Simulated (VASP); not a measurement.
Here is a VASP 6.6.1 calculation.

Contents of POSCAR:

```
ZnS
1.0
    0.0000000000      2.7469343765      2.7469343765
    2.7469343765      0.0000000000      2.7469343765
    2.7469343765      2.7469343765      0.0000000000
Zn S
1 1
Direct
    0.2500000000      0.2500000000      0.2500000000
    0.0000000000      0.0000000000      0.0000000000
```

Contents of INCAR.step1:

```
SYSTEM = ZnS
PREC = Accurate
ENCUT = 550
ISMEAR = 0
SIGMA = 0.01
LREAL = .FALSE.
LASPH = .TRUE.
NELM = 120
NBANDS = 16
GGA = PE
ALGO = Normal
EDIFF = 1E-5
LWAVE = .TRUE.
LCHARG = .FALSE.
GGA_COMPAT = .FALSE.
```

File INCAR.step2:

```
SYSTEM = ZnS
PREC = Accurate
ENCUT = 550
EDIFF = 1E-6
ISMEAR = 0
SIGMA = 0.01
LREAL = .FALSE.
LASPH = .TRUE.
NELM = 120
ALGO = Normal
ISIF = 2
LWAVE = .FALSE.
LCHARG = .FALSE.
METAGGA = R2SCAN
LMIXTAU = .TRUE.
NBANDS = 16
ISTART = 1
GGA_COMPAT = .FALSE.
```

Contents of KPOINTS:

```
Automatic mesh
0
G
  6 6 6
  0 0 0
```

Potentials or basis: VASP PAW PBE potentials, release 64 (Zn, S).

The run is started by

```sh
$ cat potpaw_PBE.64/Zn/POTCAR potpaw_PBE.64/S/POTCAR > POTCAR
$ cp INCAR.step1 INCAR
$ mpirun -np 1 vasp_std > vasp.out
$ cp INCAR.step2 INCAR
$ mpirun -np 1 vasp_std > vasp.out
```

Question: Predict the pressure.

Answer: -4.0 GPa.

Question: What does it give for the band gap on the k mesh?

Answer: 2.45 eV, direct.

Caveat: the PAW data sets were made with another functional, which shifts forces and pressure a little.
